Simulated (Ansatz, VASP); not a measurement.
One calculation of CsPbBr3, two programs

The input INCAR:

```
  PREC = Accurate
  ENCUT = 450
  EDIFF = 1E-7
  ISMEAR = -1
  SIGMA = 0.05
  LREAL = False
  LASPH = True
  NELM = 120
  ALGO = Normal
  ISIF = 2
  LWAVE = False
  LCHARG = False
  GGA = PS
  IBRION = 2
  NSW = 60
  EDIFFG = -0.01
  GGA_COMPAT = False
  NELMIN = 4
```

KPOINTS

```
Automatic mesh
0
Gamma
  4 4 4
```

The input POSCAR:

```
CsPbBr3
1.0
    5.9874000000      0.0000000000      0.0000000000
    0.0000000000      5.9874000000      0.0000000000
    0.0000000000      0.0000000000      5.8700000000
Pb Cs Br
1 1 3
Direct
    0.5000000000      0.5000000000      0.5000000000
    0.0000000000      0.0000000000      0.0000000000
    0.5000000000      0.5000000000      0.0000000000
    0.5000000000      0.0000000000      0.5000000000
    0.0000000000      0.5000000000      0.5000000000
```

input.yaml

```yaml
crystal:
  lattice:
    - [5.9874, 0.0, 0.0]
    - [0.0, 5.9874, 0.0]
    - [0.0, 0.0, 5.87]
  atoms:
    - { symbol: Pb, position: [0.5, 0.5, 0.5] }
    - { symbol: Cs, position: [0.0, 0.0, 0.0] }
    - { symbol: Br, position: [0.5, 0.5, 0.0] }
    - { symbol: Br, position: [0.5, 0.0, 0.5] }
    - { symbol: Br, position: [0.0, 0.5, 0.5] }
hamiltonian:
  xc: pbesol
  pseudopotentials: { kind: paw }
kpoints:
  mp_grid: { grid: [4, 4, 4] }
scf:
  occupations: { method: fermi_dirac, width: 0.05 }
output:
  forces: true
  stress: true
  eigenvalues: true
  write_density: true
  write_potential: true
  elf: true
  volumetric_format: npy
relax:
  f_tol: 0.01
  max_steps: 40
```

Alike in both runs: task relaxation of the atoms; functional PBEsol; k mesh 4 × 4 × 4; occupations fermi-dirac, width 0.05 eV; no spin polarisation.

|  | VASP | Ansatz |
| --- | --- | --- |
| version | VASP 6.6.1 | Ansatz 0.2.0 |
| potentials or method | VASP PAW PBE potentials, release 64 (Pb_d, Cs_sv, Br) | Ansatz PAW |
| plane-wave cutoff (eV) | 450 | 420 |
| valence electrons in the cell | 44 | 44 |

```csv
,VASP,Ansatz,Ansatz less VASP
"gap on the k mesh at the Fermi level, each at its own relaxed structure (eV)",1.53,1.53,-0.001
```

VASP's potentials were made for PBE, not for PBEsol.

Spin-orbit coupling is off throughout. Noted on VASP's run: the relaxation stopped at its first step, so nothing moved. Noted on Ansatz's run: the relaxation stopped at its first step, so nothing moved.
